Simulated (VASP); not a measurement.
PbF2: single point with PBE

Crystal: PbF2.

```
CELL_PARAMETERS angstrom
-0.06219 3.11395 3.09743
3.08959 -0.04930 3.08455
3.03299 3.04445 0.00731
ATOMIC_POSITIONS crystal
Pb 0.00197 0.01475 0.99197
F 0.26214 0.23009 0.25611
F 0.73589 0.75516 0.75191
```

This cell differs from its parent crystal: strained and its atoms moved.

- Program: VASP 6.6.1
- Task: single point
- Functional: PBE
- Potentials or basis: VASP PAW PBE potentials, release 64 (Pb_d, F)
- Cutoff: 520 eV
- k mesh: 8 × 8 × 8
- Occupations: gaussian, width 0.02 eV
- Spin: no spin polarisation
- Dipole correction: no
- Further INCAR settings: ALGO = Normal; EDIFF = 1e-06; NBANDS = 21

The pressure is -4.9 GPa. The largest force is 0.158 eV/Å. The band gap on the k mesh is 4.25 eV (least direct gap 4.50 eV).

Forces in eV/Å, atoms in the order of the input:
```
Pb   0.009 -0.005 -0.001
F    0.078 -0.126  0.005
F   -0.088  0.132 -0.004
```

Stress tensor (GPa, compression positive):
```
-4.90  0.55 -0.01
 0.55 -5.06 -0.14
-0.01 -0.14 -4.80
```

Levels at points of the mesh, in eV from the valence-band top:
| k point | band 11 | band 12 | band 13 | band 14 | band 15 | band 16 | band 17 | band 18 |
| --- | --- | --- | --- | --- | --- | --- | --- | --- |
| (0.00, 0.00, 0.00) | -1.83 | -1.43 | -1.41 | -1.29 | 6.23 | 6.48 | 6.69 | 10.11 |
| (0.50, 0.00, 0.00) | -1.88 | -1.51 | -1.46 | 0.00 | 4.84 | 6.92 | 7.38 | 12.85 |
| (0.00, 0.50, 0.00) | -1.92 | -1.61 | -1.57 | -0.19 | 4.70 | 7.12 | 7.24 | 12.86 |
| (0.50, 0.50, 0.00) | -1.07 | -1.06 | -1.01 | -0.25 | 4.25 | 7.10 | 7.47 | 9.06 |
| (0.00, 0.00, 0.50) | -1.86 | -1.58 | -1.49 | -0.03 | 4.98 | 6.85 | 7.25 | 12.78 |
| (0.50, 0.00, 0.50) | -1.09 | -1.06 | -0.99 | -0.23 | 4.27 | 7.16 | 7.39 | 9.05 |
| (0.00, 0.50, 0.50) | -1.09 | -1.05 | -0.99 | -0.24 | 4.26 | 7.22 | 7.33 | 9.06 |
| (0.50, 0.50, 0.50) | -1.86 | -1.60 | -1.50 | -0.07 | 4.91 | 6.84 | 7.31 | 12.80 |

Run time: 2.9 min on 1 thread of Intel(R) Xeon(R) Platinum 8488C (Sapphire Rapids), on a shared host, peak memory 0.4 GiB.

Caveat: the cell differs from its parent crystal (strained and its atoms moved); the cell stands under tension; spin-orbit coupling is left out, which moves the levels of the heavy elements. A k mesh can miss the band edges.
